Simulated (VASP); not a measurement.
# Bi (Fm-3m) in VASP: a series of runs

The runs below take Bi through single point, with PBE.

Everything below comes from runs of VASP 6.6.1. Logs are shortened: lines on timing, memory, paths and dates and some standing lists are left out, and cuts for length are marked.

## (1) The cell of the first run

Symmetry: Fm-3m, No. 225, cubic system. Conventional cell: a = 5.152 Å, b = 5.152 Å, c = 5.152 Å, α = 90.00°, β = 90.00°, γ = 90.00°. Within 4.8 Å of Bi (site symmetry m-3m) lie 12 Bi at 3.64 Å.

## (2) Single point, PBE

INCAR reads:

```
PREC     = Accurate       # precision mode
ENCUT    = 500            # plane-wave cutoff, eV
EDIFF    = 1E-6           # SCF threshold, eV
ISMEAR   = -1             # smearing method
SIGMA    = 0.1103         # smearing width, eV
LREAL    = False          # projectors in reciprocal space
LASPH    = True           # aspherical terms in the spheres
NELM     = 120            # most SCF steps
ALGO     = Normal         # electronic algorithm
ISIF     = 2              # what is computed and relaxed
LWAVE    = False          # write WAVECAR
LCHARG   = True           # write CHGCAR
GGA      = PE             # functional
LELF     = True           # ELF
LVHAR    = True         
NBANDS   = 14             # bands
GGA_COMPAT= False
```

KPOINTS reads:

```
Automatic mesh
0
Gamma
  6 6 6
```

POSCAR reads:

```
Bi
1.0
    0.0000000000      2.5757670000      2.5757670000
    2.5757670000      0.0000000000      2.5757670000
    2.5757670000      2.5757670000      0.0000000000
Bi
1
Direct
    0.0000000000      0.0000000000      0.0000000000
```

Potentials or basis: VASP PAW PBE potentials, release 64 (Bi_d).

Command:

```console
$ cat potpaw_PBE.64/Bi_d/POTCAR > POTCAR
$ mpirun -np 1 vasp_std > vasp.out
```

OUTCAR:

```text
PREC = Accurate
   ENCUT = 500
   EDIFF = 1E-6
   ISMEAR = -1
   LREAL = False
   LASPH = True
   NELM = 120
   ISIF = 2
   GGA = PE

 ion  position               nearest neighbor table
   1  0.000  0.000  0.000-

  LATTYP: Found a face centered cubic cell.
 ALAT       =     5.1515340000

  Lattice vectors:

 A1 = (   0.0000000000,   2.5757670000,   2.5757670000)
 A2 = (   2.5757670000,   0.0000000000,   2.5757670000)
 A3 = (   2.5757670000,   2.5757670000,   0.0000000000)

Analysis of symmetry for initial positions (statically):
=====================================================================
 Subroutine PRICEL returns:
 Original cell was already a primitive cell.

 Routine SETGRP: Setting up the symmetry group for a
 face centered cubic supercell.

 Subroutine GETGRP returns: Found 48 space group operations
 (whereof 48 operations were pure point group operations)
 out of a pool of 48 trial point group operations.

The static configuration has the point symmetry O_h .

Analysis of symmetry for dynamics (positions and initial velocities):
=====================================================================
 Subroutine PRICEL returns:
 Original cell was already a primitive cell.

 Routine SETGRP: Setting up the symmetry group for a
 face centered cubic supercell.

 Subroutine GETGRP returns: Found 48 space group operations
 (whereof 48 operations were pure point group operations)
 out of a pool of 48 trial point group operations.

The dynamic configuration has the point symmetry O_h .

 Subroutine INISYM returns: Found 48 space group operations
 (whereof 48 operations are pure point group operations),
 and found     1 'primitive' translations

----------------------------------------------------------------------------------------

                                     Primitive cell

  volume of cell :      34.1782

  direct lattice vectors                    reciprocal lattice vectors
     0.000000000  2.575767000  2.575767000    -0.194116937  0.194116937  0.194116937
     2.575767000  0.000000000  2.575767000     0.194116937 -0.194116937  0.194116937
     2.575767000  2.575767000  0.000000000     0.194116937  0.194116937 -0.194116937

  length of vectors
     3.642684625  3.642684625  3.642684625     0.336220397  0.336220397  0.336220397

  position of ions in fractional coordinates (direct lattice)
     0.000000000  0.000000000  0.000000000

  ion indices of the primitive-cell ions
   primitive index   ion index
                 1           1

----------------------------------------------------------------------------------------

 KPOINTS: Automatic mesh

Automatic generation of k-mesh.
 Grid dimensions read from file:
 generate k-points for:    6    6    6

 Generating k-lattice:

  Cartesian coordinates                     Fractional coordinates (reciprocal lattice)
    -0.032352823  0.032352823  0.032352823     0.166666667  0.000000000  0.000000000
     0.032352823 -0.032352823  0.032352823     0.000000000  0.166666667  0.000000000
     0.032352823  0.032352823 -0.032352823     0.000000000  0.000000000  0.166666667

  Length of vectors
     0.056036733  0.056036733  0.056036733

  Shift w.r.t. Gamma in fractional coordinates (k-lattice)
     0.000000000  0.000000000  0.000000000

 Subroutine IBZKPT returns following result:
 ===========================================

 Found     16 irreducible k-points:

 Following reciprocal coordinates:
            Coordinates               Weight
  0.000000  0.000000  0.000000      1.000000
  0.166667  0.000000  0.000000      8.000000
  0.333333  0.000000  0.000000      8.000000
  0.500000  0.000000  0.000000      4.000000
  0.166667  0.166667  0.000000      6.000000
  0.333333  0.166667  0.000000     24.000000
[... 8 lines left out ...]
 -0.333333  0.333333  0.166667     24.000000
 -0.333333  0.500000  0.166667     12.000000
   k-points           NKPTS =     16   k-points in BZ     NKDIM =     16   number of bands    NBANDS=     14
   number of dos      NEDOS =    301   number of ions     NIONS =      1
   total plane-waves  NPLWV =  21952
   dimension x,y,z NGX =    28 NGY =   28 NGZ =   28
   dimension x,y,z NGXF=    56 NGYF=   56 NGZF=   56
   ions per type =               1
   NGX,Y,Z   is equivalent  to a cutoff of  12.78, 12.78, 12.78 a.u.
   NGXF,Y,Z  is equivalent  to a cutoff of  25.56, 25.56, 25.56 a.u.
 SYSTEM =  unknown system
   PREC   = accura    normal or accurate (medium, high low for compatibility)
   ISTART =      0    job   : 0-new  1-cont  2-samecut
   ICHARG =      2    charge: 1-file 2-atom 10-const
   ISPIN  =      1    spin polarized calculation?
   LNONCOLLINEAR =      F non collinear calculations
   LSORBIT =      F    spin-orbit coupling
   LASPH  =      T    aspherical Exc in radial PAW
   ENCUT  =  500.0 eV  36.75 Ry    6.06 a.u.   6.64  6.64  6.64*2*pi/ulx,y,z
   NELM   =    120;   NELMIN=  2; NELMDL= -5     # of ELM steps
   EDIFF  = 0.1E-05   stopping-criterion for ELM
   LREAL  =      F    real-space projection
   EDIFFG = 0.1E-04   stopping-criterion for IOM
   NSW    =      0    number of steps for IOM
   IBRION =     -1    ionic relax: 0-MD 1-quasi-New 2-CG
   NFREE  =      0    steps in history (QN), initial steepest desc. (CG)
   ISIF   =      2    stress and relaxation
   ISYM   =      2    0-nonsym 1-usesym 2-fastsym
   POTIM  = 0.5000    time-step for ionic-motion
   TEBEG  =    0.0;   TEEND  =   0.0 temperature during run
   PSTRESS=    0.0 pullay stress
   NELECT =      15.0000    total number of electrons
   NUPDOWN=      -1.0000    fix difference up-down
   EMIN   =  10.00;   EMAX   =-10.00  energy-range for DOS
   EFERMI =   0.00;   METHOD = LEGACY
   ISMEAR =    -1;   SIGMA  =   0.11  broadening in eV -4-tet -1-fermi 0-gaus
   EFERMI_NEDOS =   21; number of points for ismear=-14 and -15
   IALGO  =     38    algorithm
   IMIX   =      4    mixing-type and parameters
     AMIX     =   0.40;   BMIX     =  1.00
     AMIX_MAG =   1.60;   BMIX_MAG =  1.00
  volume/ion in A,a.u.               =      34.18       230.65
  Fermi-wavevector in a.u.,A,eV,Ry     =   1.244100  2.351008 21.058896  1.547785
  Thomas-Fermi vector in A             =   2.378382
   LORBIT       =      0    0 simple, 1 ext, 2 COOP (PROOUT), +10 PAW based schemes
   GGA     = PE    functional components
   LHFCALC =     F    Hartree Fock is set to
   AEXX    =    0.0000 exact exchange contribution
   IVDW    =     0    specifies the selected vdW correction
   LEPSILON=     F    determine dielectric tensor
   LRPA    =     F    only Hartree local field effects (RPA)
 non-spin polarized calculation
  energy-cutoff  :      500.00
  volume of cell :       34.18
 maximum number of plane-waves:       893
 NGX is ok and might be reduce to    28
   NGX = 13   NGY = 13   NGZ = 13

 number of electron      15.0000002 magnetization

 Free energy of the ion-electron system (eV)
  ---------------------------------------------------
  ext. energy  EPLUGINS =         0.00000000
  ---------------------------------------------------
  free energy    TOTEN  =        -3.73705523 eV

  energy without entropy =       -3.70705471  energy(sigma->0) =       -3.72205497

 E-fermi :   7.0664     XC(G=0):  -9.8585

 val. band max:        6.1716041461   @ k =  -0.3333   0.5000   0.1667
 cond. band min:       7.0802349155   @ k =  -0.3333   0.1667   0.0000
 fundamental gap:      0.9086307694
 Fermi energy:         7.0664474709

 k-point     1 :       0.0000    0.0000    0.0000
  band No.  band energies     occupation
      1     -16.1804      2.00000
      2     -16.1804      2.00000
      3     -16.1804      2.00000
      4     -16.1308      2.00000
      5     -16.1308      2.00000
      6      -6.1240      2.00000
      7      11.2165      0.00000
      8      11.2165      0.00000
      9      11.2165      0.00000
     10      14.6794      0.00000
     11      15.9836      0.00000
     12      17.2171      0.00000
     13      17.2171      0.00000
     14      17.2171      0.00000

 k-point     2 :       0.1667    0.0000    0.0000
  band No.  band energies     occupation
      1     -16.1776      2.00000
      2     -16.1692      2.00000
      3     -16.1692      2.00000
      4     -16.1273      2.00000
      5     -16.1273      2.00000
      6      -5.7066      2.00000
      7       7.8722      0.00134
      8      10.7976      0.00000
      9      10.7976      0.00000
     10      14.4582      0.00000
     11      17.2714      0.00000
     12      17.7578      0.00000
     13      17.7578      0.00000
     14      18.1712      0.00000

 k-point     3 :       0.3333    0.0000    0.0000
  band No.  band energies     occupation
      1     -16.1730      2.00000
      2     -16.1700      2.00000
      3     -16.1700      2.00000
      4     -16.0966      2.00000
      5     -16.0966      2.00000
      6      -4.5930      2.00000
      7       3.9674      2.00000
      8      10.1307      0.00000
      9      10.1307      0.00000
     10      13.7875      0.00000
     11      16.2635      0.00000
     12      16.7315      0.00000
     13      16.7315      0.00000
     14      20.7581      0.00000

 k-point     4 :       0.5000    0.0000    0.0000
  band No.  band energies     occupation
      1     -16.1751      2.00000
      2     -16.1751      2.00000
      3     -16.1712      2.00000
      4     -16.0764      2.00000
      5     -16.0764      2.00000
      6      -3.7312      2.00000
      7       2.1250      2.00000
      8       9.8481      0.00000
      9       9.8481      0.00000
     10      13.6814      0.00000
     11      15.5087      0.00000
     12      16.2386      0.00000
     13      16.2386      0.00000
     14      22.7556      0.00000

 k-point     5 :       0.1667    0.1667    0.0000
  band No.  band energies     occupation
      1     -16.1935      2.00000
      2     -16.1515      2.00000
      3     -16.1515      2.00000
      4     -16.1445      2.00000
      5     -16.1187      2.00000
      6      -5.5666      2.00000
      7       8.3979      0.00001
      8       9.7311      0.00000
      9       9.7311      0.00000
     10      13.9889      0.00000
     11      15.3175      0.00000
[... 140 lines left out ...]
 k-point    14 :       0.5000    0.3333    0.1667
  band No.  band energies     occupation
      1     -16.1832      2.00000
      2     -16.1670      2.00000
      3     -16.1320      2.00000
      4     -16.0941      2.00000
      5     -16.0879      2.00000
      6      -3.7221      2.00000
      7       4.2061      2.00000
      8       6.1643      1.99944
      9       8.0839      0.00020
     10      14.2377      0.00000
     11      15.3022      0.00000
     12      17.0367      0.00000
     13      21.8021      0.00000
     14      21.8494      0.00000

 k-point    15 :      -0.3333    0.3333    0.1667
  band No.  band energies     occupation
      1     -16.1742      2.00000
      2     -16.1563      2.00000
      3     -16.1238      2.00000
      4     -16.1143      2.00000
      5     -16.0750      2.00000
      6      -3.0661      2.00000
      7       3.4091      2.00000
      8       5.3906      2.00000
      9       7.3207      0.18136
     10      14.4293      0.00000
     11      16.1174      0.00000
     12      18.8173      0.00000
     13      19.0883      0.00000
     14      21.8436      0.00000

 k-point    16 :      -0.3333    0.5000    0.1667
  band No.  band energies     occupation
      1     -16.1915      2.00000
      2     -16.1731      2.00000
      3     -16.1063      2.00000
      4     -16.0997      2.00000
      5     -16.0624      2.00000
      6      -2.7886      2.00000
      7       3.5575      2.00000
      8       5.4863      2.00000
      9       6.1716      1.99940
     10      13.6691      0.00000
     11      14.8203      0.00000
     12      19.5418      0.00000
     13      19.7930      0.00000
     14      24.5259      0.00000

------------------------ aborting loop because EDIFF is reached ----------------------------------------

  FORCE on cell =-STRESS in cart. coord.  units (eV):
  Direction    XX          YY          ZZ          XY          YZ          ZX
  --------------------------------------------------------------------------------------
  -------------------------------------------------------------------------------------
  Total       -0.7718108     -0.7718108     -0.7718108     -0.0000000      0.0000000      0.0000000
  in kB      -36.1802605    -36.1802605    -36.1802605     -0.0000000      0.0000000      0.0000000
  external PRESSURE =     -36.1802605 kB  Pullay stress =       0.0000000 kB

 VOLUME and BASIS-vectors are now :
 -----------------------------------------------------------------------------
  energy-cutoff  :      500.00
  volume of cell :       34.18
      direct lattice vectors                 reciprocal lattice vectors
     0.000000000  2.575767000  2.575767000    -0.194116937  0.194116937  0.194116937
     2.575767000  0.000000000  2.575767000     0.194116937 -0.194116937  0.194116937
     2.575767000  2.575767000  0.000000000     0.194116937  0.194116937 -0.194116937

 POSITION                                       TOTAL-FORCE (eV/Angst)
 -----------------------------------------------------------------------------------
      0.00000      0.00000      0.00000         0.000000      0.000000      0.000000
 -----------------------------------------------------------------------------------
    total drift:                               -0.000000     -0.000000     -0.000000

  FREE ENERGIE OF THE ION-ELECTRON SYSTEM (eV)
  ---------------------------------------------------
  free  energy   TOTEN  =        -3.7370552281 eV

  energy  without entropy=       -3.7070547073  energy(sigma->0) =       -3.72205497
```

Wall time 4 s (1 thread of Intel Xeon 6975P-C (Granite Rapids), shared host); peak memory 0.15 GiB.

What came out:

| Property | Result |
| --- | --- |
| Free energy | -3.7371 eV |
| Pressure | -3.6 GPa |

Levels at points of the mesh, in eV from the Fermi level:
```csv
k point,band 5,band 6,band 7,band 8,band 9,band 10
"(0.00, 0.00, 0.00)",-23.20,-13.19,4.15,4.15,4.15,7.61
"(0.50, 0.00, 0.00)",-23.14,-10.80,-4.94,2.78,2.78,6.61
"(0.50, 0.50, 0.00)",-23.13,-9.90,-4.22,0.16,0.16,3.80
```

Caveat: spin-orbit coupling is left out, which moves the levels of the heavy elements.

## (3) Single point, PBE, collinear spin, zero start

INCAR reads:

```
PREC     = Accurate       # precision mode
ENCUT    = 500            # plane-wave cutoff, eV
EDIFF    = 1E-6           # SCF threshold, eV
ISMEAR   = -1             # smearing method
SIGMA    = 0.1103         # smearing width, eV
LREAL    = F              # projectors in reciprocal space
LASPH    = T              # aspherical terms in the spheres
NELM     = 200            # most SCF steps
ALGO     = Normal         # electronic algorithm
ISIF     = 2              # what is computed and relaxed
LWAVE    = F              # write WAVECAR
LCHARG   = F              # write CHGCAR
ISPIN    = 2              # spin polarisation
MAGMOM   = 0              # initial moments
LORBIT   = 11             # projections on sites
GGA      = PE             # functional
NBANDS   = 18             # bands
GGA_COMPAT= F
```

KPOINTS is that of step 2.

POSCAR is that of step 2.

Potentials or basis: VASP PAW PBE potentials, release 64 (Bi_d).

Command:

```console
$ cat potpaw_PBE.64/Bi_d/POTCAR > POTCAR
$ mpirun -np 1 vasp_std > vasp.out
```

OUTCAR:

```text
PREC = Accurate
   ENCUT = 500
   EDIFF = 1E-6
   ISMEAR = -1
   LREAL = F
   LASPH = T
   NELM = 200
   ISIF = 2
   ISPIN = 2
   LORBIT = 11
   GGA = PE

 ion  position               nearest neighbor table
   1  0.000  0.000  0.000-

  LATTYP: Found a face centered cubic cell.
 ALAT       =     5.1515340000

  Lattice vectors:

 A1 = (   0.0000000000,   2.5757670000,   2.5757670000)
 A2 = (   2.5757670000,   0.0000000000,   2.5757670000)
 A3 = (   2.5757670000,   2.5757670000,   0.0000000000)

Analysis of symmetry for initial positions (statically):
[... 867 lines left out ...]
  -------------------------------------------------------------------------------------
  Total       -0.7689735     -0.7689735     -0.7689735     -0.0000000      0.0000000      0.0000000
  in kB      -36.0472581    -36.0472581    -36.0472581     -0.0000000      0.0000000      0.0000000
  external PRESSURE =     -36.0472581 kB  Pullay stress =       0.0000000 kB

 VOLUME and BASIS-vectors are now :
 -----------------------------------------------------------------------------
  energy-cutoff  :      500.00
  volume of cell :       34.18
      direct lattice vectors                 reciprocal lattice vectors
     0.000000000  2.575767000  2.575767000    -0.194116937  0.194116937  0.194116937
     2.575767000  0.000000000  2.575767000     0.194116937 -0.194116937  0.194116937
     2.575767000  2.575767000  0.000000000     0.194116937  0.194116937 -0.194116937

 POSITION                                       TOTAL-FORCE (eV/Angst)
 -----------------------------------------------------------------------------------
      0.00000      0.00000      0.00000         0.000000      0.000000      0.000000
 -----------------------------------------------------------------------------------
    total drift:                               -0.000000     -0.000000     -0.000000

  FREE ENERGIE OF THE ION-ELECTRON SYSTEM (eV)
  ---------------------------------------------------
  free  energy   TOTEN  =        -3.7370552047 eV

  energy  without entropy=       -3.7070547623  energy(sigma->0) =       -3.72205498

 total charge

# of ion       s       p       d       tot
------------------------------------------
    1        1.561   1.202   9.913  12.676

 magnetization (x)

# of ion       s       p       d       tot
------------------------------------------
    1        0.000   0.000   0.000   0.000
```

stdout:

```text
POSCAR found type information on POSCAR Bi
 POSCAR found :  1 types and       1 ions
 scaLAPACK will be used
 LDA part: xc-table for (Slater+PW92), standard interpolation
 POSCAR, INCAR and KPOINTS ok, starting setup
 FFT: planning ... GRIDC
 FFT: planning ... GRID_SOFT
 FFT: planning ... GRID
 WAVECAR not read
 entering main loop
```

It took 8 s on 1 thread of Intel Xeon 6975P-C (Granite Rapids), shared host; peak memory 0.17 GiB.

What came out:

```yaml
Free_energy: -3.7371 eV
Pressure: -3.6 GPa
Net_moment: 0.00 μB per cell
Valence_electrons_inside_the_program's_atomic_spheres: Bi 12.68
```

Caveat: spin-orbit coupling is left out, which moves the levels of the heavy elements.
